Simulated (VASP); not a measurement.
# SiW4 (Cmmm) in VASP: a series of runs

Runs on SiW4. Level: PBE. Tasks: relaxation of cell and atoms, single point.

Everything below comes from runs of VASP 6.6.1. Logs are shortened: lines on timing, memory, paths and dates and some standing lists are left out, and cuts for length are marked.

**1. The cell of the first run**

It takes space group Cmmm (No. 65, orthorhombic). The conventional cell has a = 6.872 Å, b = 7.216 Å, c = 3.085 Å, α = 90.00°, β = 90.00°, γ = 90.00°. Si (site symmetry mmm) has 6 W at 1.96 to 2.06 Å within 2.6 Å. Within 2.9 Å of W (site symmetry m2m) lie 2 Si at 2.06 Å and 5 W at 2.73 to 2.84 Å. W (site symmetry 2mm) has 1 Si at 1.96 Å within 2.6 Å.

The cell was built from a structure type or drawn by symmetry, and may not be a known phase.

**2. Relaxation of cell and atoms, PBE**

INCAR

```
SYSTEM = SiW4
ALGO     = Normal         ! electronic algorithm
EDIFF    = 1E-6           ! SCF threshold, eV
EDIFFG   = -0.04          ! ionic threshold
ENCUT    = 600            ! plane-wave cutoff, eV
GGA      = PE             ! functional
IBRION   = 2              ! ionic algorithm
ISIF     = 3              ! what is computed and relaxed
ISMEAR   = 0              ! smearing method
LASPH    = .True.         ! aspherical terms in the spheres
LCHARG   = .False.        ! write CHGCAR
LREAL    = .False.        ! projectors in reciprocal space
LWAVE    = .False.        ! write WAVECAR
NELM     = 100            ! most SCF steps
NSW      = 90             ! ionic steps
PREC     = Accurate       ! precision mode
SIGMA    = 0.1            ! smearing width, eV
```

KPOINTS

```
k-points
0
Gamma
  4 4 6
  0 0 0
```

POSCAR

```
SiW4
1.0
    3.4360286800     -3.6080686000      0.0000000000
    3.4360286800      3.6080686000      0.0000000000
    0.0000000000      0.0000000000      3.0854488800
Si W
1 4
Direct
    0.0000000000      0.0000000000      0.0000000000
    0.8105999900      0.1894000100      0.5000000000
    0.1894000100      0.8105999900      0.5000000000
    0.2852000000      0.2852000000      0.0000000000
    0.7148000000      0.7148000000      0.0000000000
```

Potentials or basis: VASP PAW PBE potentials, release 64 (Si, W_sv).

On the command line:

```sh
$ cat potpaw_PBE.64/Si/POTCAR potpaw_PBE.64/W_sv/POTCAR > POTCAR
$ mpirun -np 1 vasp_std > vasp.out
```

OUTCAR:

```text
SYSTEM = SiW4
   EDIFF = 1E-6
   EDIFFG = -0.04
   ENCUT = 600
   GGA = PE
   IBRION = 2
   ISIF = 3
   ISMEAR = 0
   LASPH = .True.
   LREAL = .False.
   NELM = 100
   NSW = 90
   PREC = Accurate

 ion  position               nearest neighbor table
   1  0.000  0.000  0.000-   4 1.96   5 1.96   2 2.06   3 2.06   2 2.06   3 2.06
   2  0.811  0.189  0.500-   1 2.06   1 2.06   3 2.73   5 2.84   4 2.84   4 2.84   5 2.84   5 3.10
                             5 3.10   4 3.10   4 3.10
   3  0.189  0.811  0.500-   1 2.06   1 2.06   2 2.73   5 2.84   4 2.84   4 2.84   5 2.84   5 3.10
                             5 3.10   4 3.10   4 3.10
   4  0.285  0.285  0.000-   1 1.96   2 2.84   3 2.84   2 2.84   3 2.84   5 2.95   3 3.10   3 3.10
                             2 3.10   2 3.10
   5  0.715  0.715  0.000-   1 1.96   2 2.84   3 2.84   2 2.84   3 2.84   4 2.95   2 3.10   2 3.10
                             3 3.10   3 3.10

  LATTYP: Found a base centered orthorhombic cell.
 ALAT       =     6.8720573600
 B/A-ratio  =     1.0500694075
 C/A-ratio  =     0.4489847390

  Lattice vectors:

 A1 = (   3.4360286800,  -3.6080686000,   0.0000000000)
 A2 = (   3.4360286800,   3.6080686000,   0.0000000000)
 A3 = (   0.0000000000,   0.0000000000,   3.0854488800)

Analysis of symmetry for initial positions (statically):
=====================================================================
 Subroutine PRICEL returns:
 Original cell was already a primitive cell.

 Routine SETGRP: Setting up the symmetry group for a
 base centered orthorhombic supercell.

 Subroutine GETGRP returns: Found  8 space group operations
 (whereof  8 operations were pure point group operations)
 out of a pool of  8 trial point group operations.

The static configuration has the point symmetry D_2h.

Analysis of symmetry for dynamics (positions and initial velocities):
=====================================================================
 Subroutine PRICEL returns:
 Original cell was already a primitive cell.

 Routine SETGRP: Setting up the symmetry group for a
 base centered orthorhombic supercell.

 Subroutine GETGRP returns: Found  8 space group operations
 (whereof  8 operations were pure point group operations)
 out of a pool of  8 trial point group operations.

The dynamic configuration has the point symmetry D_2h.

 Subroutine INISYM returns: Found  8 space group operations
 (whereof  8 operations are pure point group operations),
 and found     1 'primitive' translations

----------------------------------------------------------------------------------------

                                     Primitive cell

  volume of cell :      76.5033

  direct lattice vectors                    reciprocal lattice vectors
     3.436028680 -3.608068600  0.000000000     0.145516830 -0.138578296  0.000000000
     3.436028680  3.608068600  0.000000000     0.145516830  0.138578296  0.000000000
     0.000000000  0.000000000  3.085448880     0.000000000  0.000000000  0.324101950

  length of vectors
     4.982414285  4.982414285  3.085448880     0.200945495  0.200945495  0.324101950

  position of ions in fractional coordinates (direct lattice)
     0.000000000  0.000000000  0.000000000
     0.810599990  0.189400010  0.500000000
     0.189400010  0.810599990  0.500000000
     0.285200000  0.285200000  0.000000000
     0.714800000  0.714800000  0.000000000

  ion indices of the primitive-cell ions
   primitive index   ion index
                 1           1
                 2           2
                 3           3
                 4           4
                 5           5

----------------------------------------------------------------------------------------

 KPOINTS: k-points

Automatic generation of k-mesh.
 Grid dimensions read from file:
 generate k-points for:    4    4    6

 Generating k-lattice:

  Cartesian coordinates                     Fractional coordinates (reciprocal lattice)
     0.036379207 -0.034644574  0.000000000     0.250000000 -0.000000000  0.000000000
     0.036379207  0.034644574  0.000000000    -0.000000000  0.250000000  0.000000000
     0.000000000  0.000000000  0.054016992     0.000000000  0.000000000  0.166666667

  Length of vectors
     0.050236374  0.050236374  0.054016992

  Shift w.r.t. Gamma in fractional coordinates (k-lattice)
     0.000000000  0.000000000  0.000000000

 Subroutine IBZKPT returns following result:
 ===========================================

 Found     28 irreducible k-points:

 Following reciprocal coordinates:
            Coordinates               Weight
  0.000000  0.000000  0.000000      1.000000
  0.250000 -0.000000  0.000000      4.000000
  0.500000 -0.000000  0.000000      2.000000
  0.250000  0.250000  0.000000      2.000000
  0.500000  0.250000  0.000000      4.000000
 -0.250000  0.250000  0.000000      2.000000
[... 16 lines left out ...]
  0.250000 -0.000000  0.500000      4.000000
  0.500000 -0.000000  0.500000      2.000000
 [... further k-points ...]
   k-points           NKPTS =     28   k-points in BZ     NKDIM =     28   number of bands    NBANDS=     36
   number of dos      NEDOS =    301   number of ions     NIONS =      5
   total plane-waves  NPLWV =  44800
   dimension x,y,z NGX =    40 NGY =   40 NGZ =   28
   dimension x,y,z NGXF=    80 NGYF=   80 NGZF=   56
   ions per type =               1   4
   NGX,Y,Z   is equivalent  to a cutoff of  13.35, 13.35, 15.09 a.u.
   NGXF,Y,Z  is equivalent  to a cutoff of  26.69, 26.69, 30.17 a.u.
 SYSTEM =  SiW4
   PREC   = accura    normal or accurate (medium, high low for compatibility)
   ISTART =      0    job   : 0-new  1-cont  2-samecut
   ICHARG =      2    charge: 1-file 2-atom 10-const
   ISPIN  =      1    spin polarized calculation?
   LNONCOLLINEAR =      F non collinear calculations
   LSORBIT =      F    spin-orbit coupling
   LASPH  =      T    aspherical Exc in radial PAW
   ENCUT  =  600.0 eV  44.10 Ry    6.64 a.u.   9.95  9.95  6.16*2*pi/ulx,y,z
   NELM   =    100;   NELMIN=  2; NELMDL= -5     # of ELM steps
   EDIFF  = 0.1E-05   stopping-criterion for ELM
   LREAL  =      F    real-space projection
   EDIFFG = -.4E-01   stopping-criterion for IOM
   NSW    =     90    number of steps for IOM
   IBRION =      2    ionic relax: 0-MD 1-quasi-New 2-CG
   NFREE  =      1    steps in history (QN), initial steepest desc. (CG)
   ISIF   =      3    stress and relaxation
   ISYM   =      2    0-nonsym 1-usesym 2-fastsym
   POTIM  = 0.5000    time-step for ionic-motion
   TEBEG  =    0.0;   TEEND  =   0.0 temperature during run
   PSTRESS=    0.0 pullay stress
   NELECT =      60.0000    total number of electrons
   NUPDOWN=      -1.0000    fix difference up-down
   EMIN   =  10.00;   EMAX   =-10.00  energy-range for DOS
   EFERMI =   0.00;   METHOD = LEGACY
   ISMEAR =     0;   SIGMA  =   0.10  broadening in eV -4-tet -1-fermi 0-gaus
   EFERMI_NEDOS =   21; number of points for ismear=-14 and -15
   IALGO  =     38    algorithm
   IMIX   =      4    mixing-type and parameters
     AMIX     =   0.40;   BMIX     =  1.00
     AMIX_MAG =   1.60;   BMIX_MAG =  1.00
  volume/ion in A,a.u.               =      15.30       103.25
  Fermi-wavevector in a.u.,A,eV,Ry     =   1.509728  2.852972 31.011454  2.279278
  Thomas-Fermi vector in A             =   2.620012
   LORBIT       =      0    0 simple, 1 ext, 2 COOP (PROOUT), +10 PAW based schemes
   GGA     = PE    functional components
   LHFCALC =     F    Hartree Fock is set to
   AEXX    =    0.0000 exact exchange contribution
   IVDW    =     0    specifies the selected vdW correction
   LEPSILON=     F    determine dielectric tensor
   LRPA    =     F    only Hartree local field effects (RPA)
 conjugate gradient relaxation of ions
 non-spin polarized calculation
 Gauss-broadening in eV      SIGMA  =   0.10
  energy-cutoff  :      600.00
  volume of cell :       76.50
 maximum number of plane-waves:      2580
   NGX = 19   NGY = 19   NGZ = 13

--------------------------------------- Ionic step        1  -------------------------------------------

 number of electron      60.0000001 magnetization

 Free energy of the ion-electron system (eV)
  ---------------------------------------------------
  ext. energy  EPLUGINS =         0.00000000
  ---------------------------------------------------
  free energy    TOTEN  =       -44.42607546 eV

  energy without entropy =      -44.41391333  energy(sigma->0) =      -44.41999440

------------------------ aborting loop because EDIFF is reached ----------------------------------------

  FORCE on cell =-STRESS in cart. coord.  units (eV):
  Direction    XX          YY          ZZ          XY          YZ          ZX
  --------------------------------------------------------------------------------------
  -------------------------------------------------------------------------------------
  Total       38.1784029     24.5556473     32.6604985     -0.0000000      0.0000000      0.0000000
  in kB      799.5551445    514.2591778    683.9958611     -0.0000000      0.0000000      0.0000000
  external PRESSURE =     665.9367278 kB  Pullay stress =       0.0000000 kB
[... 65 lines left out ...]
--------------------------------------- Ionic step        3  -------------------------------------------

 number of electron      60.0000010 magnetization

 E-fermi :   4.1331     XC(G=0):  -9.9112

 val. band max:        4.1012633949   @ k =   0.2500  -0.0000   0.1667
 cond. band min:       4.1340479473   @ k =   0.5000   0.5000   0.5000
 fundamental gap:      0.0327845524
 Fermi energy:         4.1330661259

 k-point     1 :       0.0000    0.0000    0.0000
  band No.  band energies     occupation
      1     -70.5079      2.00000
      2     -70.5069      2.00000
      3     -70.3197      2.00000
      4     -70.1875      2.00000
      5     -35.0515      2.00000
      6     -34.6473      2.00000
[... 925 lines left out ...]
     35       5.6535      0.00000
     36       5.9645      0.00000

 [... further k-points ...]

------------------------ aborting loop because EDIFF is reached ----------------------------------------

  FORCE on cell =-STRESS in cart. coord.  units (eV):
  Direction    XX          YY          ZZ          XY          YZ          ZX
  --------------------------------------------------------------------------------------
  -------------------------------------------------------------------------------------
  Total      -17.5627979    -29.6456575    -32.1274322      0.0000000      0.0000000      0.0000000
  in kB     -194.9183596   -329.0183588   -356.5620024      0.0000000      0.0000000      0.0000000
  external PRESSURE =    -293.4995736 kB  Pullay stress =       0.0000000 kB
[... 20 lines left out ...]
  FREE ENERGIE OF THE ION-ELECTRON SYSTEM (eV)
  ---------------------------------------------------
  free  energy   TOTEN  =       -44.7635233386 eV

  energy  without entropy=      -44.7298957937  energy(sigma->0) =      -44.74670957

 E-fermi :  10.6039     XC(G=0): -12.9411

 val. band max:       10.5872290277   @ k =   0.5000   0.2500   0.5000
 cond. band min:      10.6085747996   @ k =   0.5000  -0.0000   0.0000
 fundamental gap:      0.0213457718
 Fermi energy:        10.6038796574

 k-point     1 :       0.0000    0.0000    0.0000
  band No.  band energies     occupation
      1     -63.4560      2.00000
      2     -63.3240      2.00000
      3     -63.2871      2.00000
      4     -63.1717      2.00000
      5     -28.9048      2.00000
      6     -28.0738      2.00000
[... 925 lines left out ...]
     35      13.4712      0.00000
     36      13.8098      0.00000

 [... further k-points ...]

[... ionic steps 4 to 29 ...]

--------------------------------------- Ionic step       30  -------------------------------------------

 number of electron      60.0000000 magnetization

------------------------ aborting loop because EDIFF is reached ----------------------------------------
[... 73 lines left out ...]
--------------------------------------- Ionic step       32  -------------------------------------------

 number of electron      60.0000000 magnetization

 Free energy of the ion-electron system (eV)
  ---------------------------------------------------
  ext. energy  EPLUGINS =         0.00000000
  ---------------------------------------------------
  free energy    TOTEN  =       -53.60586680 eV

  energy without entropy =      -53.59115338  energy(sigma->0) =      -53.59851009

 E-fermi :   9.3778     XC(G=0): -12.5377

 val. band max:        9.3481006699   @ k =   0.0000   0.0000   0.1667
 cond. band min:       9.3778061957   @ k =   0.2500   0.2500   0.1667
 fundamental gap:      0.0297055258
 Fermi energy:         9.3777545889

 k-point     1 :       0.0000    0.0000    0.0000
  band No.  band energies     occupation
      1     -64.4925      2.00000
      2     -64.4714      2.00000
      3     -64.3511      2.00000
      4     -64.2670      2.00000
      5     -29.3924      2.00000
      6     -29.0177      2.00000
[... 925 lines left out ...]
     35      12.5383      0.00000
     36      12.6983      0.00000

 [... further k-points ...]

------------------------ aborting loop because EDIFF is reached ----------------------------------------

  FORCE on cell =-STRESS in cart. coord.  units (eV):
  Direction    XX          YY          ZZ          XY          YZ          ZX
  --------------------------------------------------------------------------------------
  -------------------------------------------------------------------------------------
  Total       -0.0671060     -0.0566299     -0.1931883      0.0000000      0.0000000      0.0000000
  in kB       -1.2513165     -1.0559695     -3.6023541      0.0000000      0.0000000      0.0000000
  external PRESSURE =      -1.9698800 kB  Pullay stress =       0.0000000 kB
[... 20 lines left out ...]
  FREE ENERGIE OF THE ION-ELECTRON SYSTEM (eV)
  ---------------------------------------------------
  free  energy   TOTEN  =       -53.6058668006 eV

  energy  without entropy=      -53.5911533789  energy(sigma->0) =      -53.59851009

 reached required accuracy - stopping structural energy minimisation
```

It took 45 min on 1 thread of Intel Xeon 8259CL, shared host; peak memory 0.27 GiB.

Results:

```
Free energy                           : -53.6059 eV
Relaxed volume                        : 17.18 Å³/atom
Relaxed cell                          : a = 5.468 Å, b = 5.468 Å, c = 2.892 Å, α = 90.00°, β = 90.00°, γ = 96.53°
Space group after relaxing (to 0.1 Å) : Cmmm (No. 65)
Pressure after relaxing               : -0.2 GPa
Largest force after relaxing          : 0.038 eV/Å
Band gap on the k mesh                : zero (bands 30 and 31 overlap by 0.40 eV)
```

Forces on the atoms (eV/Å):
```
Si   0.000  0.000  0.000
W    0.000 -0.038  0.000
W    0.000  0.038  0.000
W   -0.032  0.000  0.000
W    0.032  0.000  0.000
```

Final structure:
```
Si W
1.0
     3.64026   -4.08044    0.00000
     3.64026    4.08044    0.00000
     0.00000    0.00000    2.89225
Si W
1 4
Cartesian
  0.0000 0.0000 0.0000
  3.6403 -2.0388 1.4461
  3.6403 2.0388 1.4461
  2.4094 0.0000 0.0000
  4.8711 0.0000 0.0000
```

Levels at points of the mesh, in eV from the Fermi level:
```csv
k point,band 27,band 28,band 29,band 30,band 31,band 32,band 33,band 34
"(0.00, 0.00, 0.00)",-1.25,-0.41,-0.40,-0.14,-0.06,0.30,0.99,1.80
"(0.50, 0.00, 0.00)",-0.80,-0.64,-0.64,-0.59,0.69,0.77,1.26,1.86
"(0.50, 0.50, 0.00)",-1.41,-1.12,-0.28,-0.06,0.16,0.75,1.01,1.22
"(0.00, 0.00, 0.50)",-2.20,-1.42,-1.40,-0.52,0.50,0.60,1.37,1.64
"(0.50, 0.00, 0.50)",-1.77,-1.26,-0.34,-0.07,1.09,1.68,2.78,2.97
"(0.50, 0.50, 0.50)",-1.01,-0.92,-0.73,-0.28,0.93,1.57,2.01,2.55
```

Caveat: spin-orbit coupling is left out, which moves the levels of the heavy elements.

[end of part 1 of 2]
